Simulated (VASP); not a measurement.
# Os (Im-3m) in VASP: a series of runs, part 2 of 2

VASP 6.6.1. The steps go on from the part before.

### Step 5. Relaxation of cell and atoms, PBEsol, target pressure 10 GPa, at which the enthalpy is minimised

This run uses another cell than the first one, of 14.05 Å³/atom, 1.026 times its volume.

Input file INCAR:

```
PREC = Accurate
ENCUT = 600
EDIFF = 1E-6
ISMEAR = 1
SIGMA = 0.05
LREAL = F
LASPH = T
NELM = 60
ALGO = Normal
ISIF = 3
LWAVE = F
LCHARG = F
GGA = PS
IBRION = 2
NSW = 80
EDIFFG = -0.03
PSTRESS = 100.0
```

Input file KPOINTS:

```
Automatic mesh
0
Gamma
  10 10 10
```

Input file POSCAR:

```
Os
1.0
    1.5200000000      1.5200000000      1.5200000000
   -1.5200000000      1.5200000000      1.5200000000
   -1.5200000000     -1.5200000000      1.5200000000
Os
1
Direct
    0.0000000000      0.0000000000      0.0000000000
```

Potentials or basis: VASP PAW PBE potentials, release 64 (Os).

On the command line:

```
$ cat potpaw_PBE.64/Os/POTCAR > POTCAR
$ mpirun -np 1 vasp_std > vasp.out
```

OUTCAR:

```text
PREC = Accurate
   ENCUT = 600
   EDIFF = 1E-6
   ISMEAR = 1
   LREAL = F
   LASPH = T
   NELM = 60
   ISIF = 3
   GGA = PS
   IBRION = 2
   NSW = 80
   EDIFFG = -0.03
   PSTRESS = 100.0

 ion  position               nearest neighbor table
   1  0.000  0.000  0.000-

  LATTYP: Found a body centered cubic cell.
 ALAT       =     3.0400000000

  Lattice vectors:

 A1 = (   1.5200000000,  -1.5200000000,  -1.5200000000)
 A2 = (   1.5200000000,   1.5200000000,   1.5200000000)
 A3 = (  -1.5200000000,  -1.5200000000,   1.5200000000)

Analysis of symmetry for initial positions (statically):
=====================================================================
 Subroutine PRICEL returns:
 Original cell was already a primitive cell.

 Routine SETGRP: Setting up the symmetry group for a
 body centered cubic supercell.

 Subroutine GETGRP returns: Found 48 space group operations
[... 9 lines left out ...]

 Routine SETGRP: Setting up the symmetry group for a
 body centered cubic supercell.

 Subroutine GETGRP returns: Found 48 space group operations
 (whereof 48 operations were pure point group operations)
 out of a pool of 48 trial point group operations.

The dynamic configuration has the point symmetry O_h .

 Subroutine INISYM returns: Found 48 space group operations
 (whereof 48 operations are pure point group operations),
 and found     1 'primitive' translations

----------------------------------------------------------------------------------------

                                     Primitive cell

  volume of cell :      14.0472

  direct lattice vectors                    reciprocal lattice vectors
     1.520000000  1.520000000  1.520000000     0.328947368  0.000000000  0.328947368
    -1.520000000  1.520000000  1.520000000    -0.328947368  0.328947368  0.000000000
    -1.520000000 -1.520000000  1.520000000     0.000000000 -0.328947368  0.328947368

  length of vectors
     2.632717228  2.632717228  2.632717228     0.465201830  0.465201830  0.465201830

  position of ions in fractional coordinates (direct lattice)
     0.000000000  0.000000000  0.000000000

  ion indices of the primitive-cell ions
   primitive index   ion index
                 1           1

----------------------------------------------------------------------------------------

 KPOINTS: Automatic mesh

Automatic generation of k-mesh.
 Grid dimensions read from file:
 generate k-points for:   10   10   10

 Generating k-lattice:

  Cartesian coordinates                     Fractional coordinates (reciprocal lattice)
     0.032894737  0.000000000  0.032894737     0.100000000  0.000000000  0.000000000
    -0.032894737  0.032894737  0.000000000     0.000000000  0.100000000  0.000000000
     0.000000000 -0.032894737  0.032894737     0.000000000  0.000000000  0.100000000

  Length of vectors
     0.046520183  0.046520183  0.046520183

  Shift w.r.t. Gamma in fractional coordinates (k-lattice)
     0.000000000  0.000000000  0.000000000

 Subroutine IBZKPT returns following result:
 ===========================================

 Found     47 irreducible k-points:

 Following reciprocal coordinates:
            Coordinates               Weight
  0.000000  0.000000  0.000000      1.000000
  0.100000  0.000000  0.000000     12.000000
  0.200000  0.000000  0.000000     12.000000
  0.300000  0.000000  0.000000     12.000000
  0.400000  0.000000  0.000000     12.000000
  0.500000  0.000000  0.000000      6.000000
[... 16 lines left out ...]
  0.100000  0.300000  0.100000      8.000000
  0.500000  0.300000  0.100000     24.000000
 [... further k-points ...]
   k-points           NKPTS =     47   k-points in BZ     NKDIM =     47   number of bands    NBANDS=      8
   number of dos      NEDOS =    301   number of ions     NIONS =      1
   total plane-waves  NPLWV =  13824
   dimension x,y,z NGX =    24 NGY =   24 NGZ =   24
   dimension x,y,z NGXF=    48 NGYF=   48 NGZF=   48
   ions per type =               1
   NGX,Y,Z   is equivalent  to a cutoff of  15.16, 15.16, 15.16 a.u.
   NGXF,Y,Z  is equivalent  to a cutoff of  30.31, 30.31, 30.31 a.u.
 SYSTEM =  unknown system
   PREC   = accura    normal or accurate (medium, high low for compatibility)
   ISTART =      0    job   : 0-new  1-cont  2-samecut
   ICHARG =      2    charge: 1-file 2-atom 10-const
   ISPIN  =      1    spin polarized calculation?
   LNONCOLLINEAR =      F non collinear calculations
   LSORBIT =      F    spin-orbit coupling
   LASPH  =      T    aspherical Exc in radial PAW
   ENCUT  =  600.0 eV  44.10 Ry    6.64 a.u.   5.26  5.26  5.26*2*pi/ulx,y,z
   NELM   =     60;   NELMIN=  2; NELMDL= -5     # of ELM steps
   EDIFF  = 0.1E-05   stopping-criterion for ELM
   LREAL  =      F    real-space projection
   EDIFFG = -.3E-01   stopping-criterion for IOM
   NSW    =     80    number of steps for IOM
   IBRION =      2    ionic relax: 0-MD 1-quasi-New 2-CG
   NFREE  =      1    steps in history (QN), initial steepest desc. (CG)
   ISIF   =      3    stress and relaxation
   ISYM   =      2    0-nonsym 1-usesym 2-fastsym
   POTIM  = 0.5000    time-step for ionic-motion
   TEBEG  =    0.0;   TEEND  =   0.0 temperature during run
   PSTRESS=  100.0 pullay stress
   NELECT =       8.0000    total number of electrons
   NUPDOWN=      -1.0000    fix difference up-down
   EMIN   =  10.00;   EMAX   =-10.00  energy-range for DOS
   EFERMI =   0.00;   METHOD = LEGACY
   ISMEAR =     1;   SIGMA  =   0.05  broadening in eV -4-tet -1-fermi 0-gaus
   EFERMI_NEDOS =   21; number of points for ismear=-14 and -15
   IALGO  =     38    algorithm
   IMIX   =      4    mixing-type and parameters
     AMIX     =   0.40;   BMIX     =  1.00
     AMIX_MAG =   1.60;   BMIX_MAG =  1.00
  volume/ion in A,a.u.               =      14.05        94.80
  Fermi-wavevector in a.u.,A,eV,Ry     =   1.356984  2.564327 25.053826  1.841404
  Thomas-Fermi vector in A             =   2.483940
   LORBIT       =      0    0 simple, 1 ext, 2 COOP (PROOUT), +10 PAW based schemes
   GGA     = PS    functional components
   LHFCALC =     F    Hartree Fock is set to
   AEXX    =    0.0000 exact exchange contribution
   IVDW    =     0    specifies the selected vdW correction
   LEPSILON=     F    determine dielectric tensor
   LRPA    =     F    only Hartree local field effects (RPA)
 conjugate gradient relaxation of ions
 non-spin polarized calculation
 Methfessel and Paxton  Order N= 1 SIGMA  =   0.05
  energy-cutoff  :      600.00
  volume of cell :       14.05
 maximum number of plane-waves:       478
 NGX is ok and might be reduce to    24
   NGX = 11   NGY = 11   NGZ = 11

 number of electron       8.0000000 magnetization

 Free energy of the ion-electron system (eV)
  ---------------------------------------------------
  ext. energy  EPLUGINS =         0.00000000
  ---------------------------------------------------
  free energy    TOTEN  =       -11.30979028 eV

  energy without entropy =      -11.30966214  energy(sigma->0) =      -11.30974757

 E-fermi :   9.5452     XC(G=0): -14.1182

 val. band max:        9.5440313767   @ k =   0.1000   0.5000   0.1000
 cond. band min:       9.5475395446   @ k =   0.2000   0.0000   0.0000
 fundamental gap:      0.0035081679
 Fermi energy:         9.5451779460

 k-point     1 :       0.0000    0.0000    0.0000
  band No.  band energies     occupation
      1      -1.7113      2.00000
      2       6.0385      2.00000
      3       6.0385      2.00000
      4       6.0385      2.00000
      5       9.4415      2.01248
      6       9.4415      2.01249
      7      25.7897      0.00000
      8      25.7897      0.00000

 k-point     2 :       0.1000    0.0000    0.0000
  band No.  band energies     occupation
      1      -1.2248      2.00000
      2       5.7884      2.00000
      3       5.9981      2.00000
      4       6.5010      2.00000
      5       9.1122      2.00000
      6       9.4591      2.03524
      7      26.1050      0.00000
      8      26.5957      0.00000
[... 221 lines left out ...]
 k-point    23 :       0.1000    0.3000    0.1000
  band No.  band energies     occupation
      1       0.8394      2.00000
      2       4.9557      2.00000
      3       4.9557      2.00000
      4       9.2799      2.00000
      5       9.2799      2.00000
      6       9.3325      2.00000
      7      26.8714      0.00000
      8      26.8714      0.00000

 k-point    24 :       0.5000    0.3000    0.1000
  band No.  band energies     occupation
      1       3.3718      2.00000
      2       4.1558      2.00000
      3       5.5463      2.00000
      4       8.7647      2.00000
      5      10.4214     -0.00000
      6      14.8836      0.00000
      7      19.6939      0.00000
      8      23.2819      0.00000

 [... further k-points ...]
[... 5 lines left out ...]
  --------------------------------------------------------------------------------------
  -------------------------------------------------------------------------------------
  Total        0.8480977      0.8480977      0.8480977      0.0000000      0.0000000      0.0000000
  in kB       96.7310025     96.7310025     96.7310025      0.0000000      0.0000000      0.0000000
  external PRESSURE =      -3.2689975 kB  Pullay stress =     100.0000000 kB

 VOLUME and BASIS-vectors are now :
 -----------------------------------------------------------------------------
  energy-cutoff  :      600.00
  volume of cell :       14.05
      direct lattice vectors                 reciprocal lattice vectors
     1.520000000  1.520000000  1.520000000     0.328947368  0.000000000  0.328947368
    -1.520000000  1.520000000  1.520000000    -0.328947368  0.328947368  0.000000000
    -1.520000000 -1.520000000  1.520000000     0.000000000 -0.328947368  0.328947368

 POSITION                                       TOTAL-FORCE (eV/Angst)
 -----------------------------------------------------------------------------------
      0.00000      0.00000      0.00000        -0.000000     -0.000000      0.000000
 -----------------------------------------------------------------------------------
    total drift:                                0.000000     -0.000000     -0.000000

  FREE ENERGIE OF THE ION-ELECTRON SYSTEM (eV)
  ---------------------------------------------------
  free  energy   TOTEN  =       -11.3097902785 eV

  energy  without entropy=      -11.3096621443  energy(sigma->0) =      -11.30974757

  enthalpy is  TOTEN    =       -10.4330313994 eV   P V=        0.8767588791

 reached required accuracy - stopping structural energy minimisation
```

CONTCAR:

```text
Os
   1.00000000000000
     1.5200000000000000    1.5200000000000000    1.5200000000000000
    -1.5200000000000000    1.5200000000000000    1.5200000000000000
    -1.5200000000000000   -1.5200000000000000    1.5200000000000000
  Os
     1
Direct
     0.0000000000000000    0.0000000000000000    0.0000000000000000

  0.00000000E+00  0.00000000E+00  0.00000000E+00
```

Run time: 5.1 s. Hardware: 1 thread of Intel Xeon Platinum 8259CL at 2.50GHz (Skylake/Cascade Lake), shared host; peak memory 0.14 GiB.

What came out:

```yaml
Free_energy: -11.3098 eV
Pressure_after_relaxing: 9.7 GPa
Band_gap_on_the_k_mesh: zero (band 4 reaches 12.09 eV, above the bottom of band 5 at 7.69 eV)
```

Final structure:
```cif
data_structure
_symmetry_space_group_name_H-M 'P 1'
_symmetry_Int_Tables_number 1
_cell_length_a 2.6327
_cell_length_b 2.6327
_cell_length_c 2.6327
_cell_angle_alpha 70.529
_cell_angle_beta 109.471
_cell_angle_gamma 70.529
_cell_volume 14.05
loop_
_atom_site_label
_atom_site_type_symbol
_atom_site_fract_x
_atom_site_fract_y
_atom_site_fract_z
_atom_site_occupancy
Os1 Os 0.00000 0.00000 0.00000 1
```

Levels at points of the mesh, in eV from the Fermi level:
```
           k point  band 1  band 2  band 3  band 4  band 5  band 6  band 7  band 8
(0.00, 0.00, 0.00)  -11.26   -3.51   -3.51   -3.51   -0.10   -0.10   16.24   16.24
(0.50, 0.00, 0.00)   -8.07   -5.67   -0.26   -0.23    0.58    3.43    9.36   12.47
(0.50, 0.50, 0.50)   -7.70   -7.70    2.55    2.55    2.55    8.00    8.00    8.00
```

Caveat: the relaxation stopped at its first step, so nothing moved; the cell is relaxed towards a set pressure, so the enthalpy falls and the energy may rise; the PAW data sets were made with another functional, which shifts forces and pressure a little; spin-orbit coupling is left out, which moves the levels of the heavy elements.

### Step 6. Relaxation of cell and atoms, PBEsol, target pressure 20 GPa, at which the enthalpy is minimised

This run uses another cell than the first one, of 14.05 Å³/atom, 1.026 times its volume.

Input file INCAR:

```
  PREC = Accurate
  ENCUT = 600
  EDIFF = 1E-6
  ISMEAR = 1
  SIGMA = 0.05
  LREAL = F
  LASPH = T
  NELM = 80
  ALGO = Normal
  ISIF = 3
  LWAVE = F
  LCHARG = F
  GGA = PS
  IBRION = 2
  NSW = 80
  EDIFFG = -0.03
  PSTRESS = 200.0
```

Input file KPOINTS:

```
regular mesh
0
Gamma
  10 10 10
```

POSCAR is that of step 5.

Potentials or basis: VASP PAW PBE potentials, release 64 (Os).

On the command line:

```
$ cat potpaw_PBE.64/Os/POTCAR > POTCAR
$ mpirun -np 1 vasp_std > vasp.out
```

Wall time 15 s (1 thread of Intel Xeon Platinum 8259CL at 2.50GHz (Skylake/Cascade Lake), shared host); peak memory 0.15 GiB.

It converged, with:

```
Free energy                                            : -11.2817 eV
Relaxed volume                                         : 13.74 Å³/atom
Relaxed cell                                           : a = 2.613 Å, b = 2.613 Å, c = 2.613 Å, α = 70.53°, β = 109.47°, γ = 70.53°
Space group after relaxing (to 0.05 Å)                 : Im-3m (No. 229)
Energy change on relaxing (the enthalpy is what falls) : +28.0 meV/atom
Ionic steps                                            : 4
Pressure after relaxing                                : 19.9 GPa
Band gap on the k mesh                                 : zero (band 4 reaches 12.53 eV, above the bottom of band 5 at 7.97 eV)
```

Step by step:
| step | energy change (eV) | largest force (eV/Å) | pressure (GPa) | volume (Å³) |
| --- | --- | --- | --- | --- |
| 1 | 0.0000 | 0.0000 | 9.67 | 14.05 |
| 2 | 0.4975 | 0.0000 | 90.42 | 12.29 |
| 3 | 0.0264 | 0.0000 | 19.43 | 13.75 |
| 4 | 0.0280 | 0.0000 | 19.91 | 13.74 |

Final structure:
```cif
data_structure
_symmetry_space_group_name_H-M 'P 1'
_symmetry_Int_Tables_number 1
_cell_length_a 2.6134
_cell_length_b 2.6134
_cell_length_c 2.6134
_cell_angle_alpha 70.529
_cell_angle_beta 109.471
_cell_angle_gamma 70.529
_cell_volume 13.74
loop_
_atom_site_label
_atom_site_type_symbol
_atom_site_fract_x
_atom_site_fract_y
_atom_site_fract_z
_atom_site_occupancy
Os1 Os 0.00000 0.00000 0.00000 1
```

Levels at points of the mesh, in eV from the Fermi level:
```tsv
k point	band 1	band 2	band 3	band 4	band 5	band 6	band 7	band 8
(0.00, 0.00, 0.00)	-11.47	-3.62	-3.62	-3.62	-0.11	-0.11	16.26	16.26
(0.50, 0.00, 0.00)	-8.30	-5.86	-0.27	-0.23	0.61	3.56	9.67	12.48
(0.50, 0.50, 0.50)	-7.96	-7.96	2.64	2.64	2.64	8.12	8.12	8.12
```

Caveat: the cell is relaxed towards a set pressure, so the enthalpy falls and the energy may rise; the PAW data sets were made with another functional, which shifts forces and pressure a little; spin-orbit coupling is left out, which moves the levels of the heavy elements.

### Step 7. Summary

| task | cell | cutoff (eV) | gap on the mesh (eV) | pressure (GPa) |
| --- | --- | --- | --- | --- |
| single point | a = 2.611 Å, angles 70.5, 109.5, 70.5°, 1 atom | 520 | none | 21.4 |
| relaxation of cell and atoms | relaxed from a = 2.633 Å, angles 70.5, 109.5, 70.5°, 1 atom | 600 | none | 0.0 |
| relaxation of cell and atoms | relaxed to 5 GPa from a = 2.633 Å, angles 70.5, 109.5, 70.5°, 1 atom | 600 | none | 4.9 |
| relaxation of cell and atoms | relaxed to 10 GPa from a = 2.633 Å, angles 70.5, 109.5, 70.5°, 1 atom | 600 | none | 9.7 |
| relaxation of cell and atoms | relaxed to 20 GPa from a = 2.633 Å, angles 70.5, 109.5, 70.5°, 1 atom | 600 | none | 19.9 |

Alike in all rows: level PBEsol; potentials or basis VASP PAW PBE potentials, release 64 (Os); no spin polarisation; k mesh 10 × 10 × 10; smearing methfessel-paxton 0.05 eV.

Caveats: the PAW data sets were made with another functional, which shifts forces and pressure a little; spin-orbit coupling is left out, which moves the levels of the heavy elements; the cell is relaxed towards a set pressure, so the enthalpy falls and the energy may rise (some runs); the relaxation stopped at its first step, so nothing moved (some runs).

Absolute energies hang on the potentials; compare differences alone.
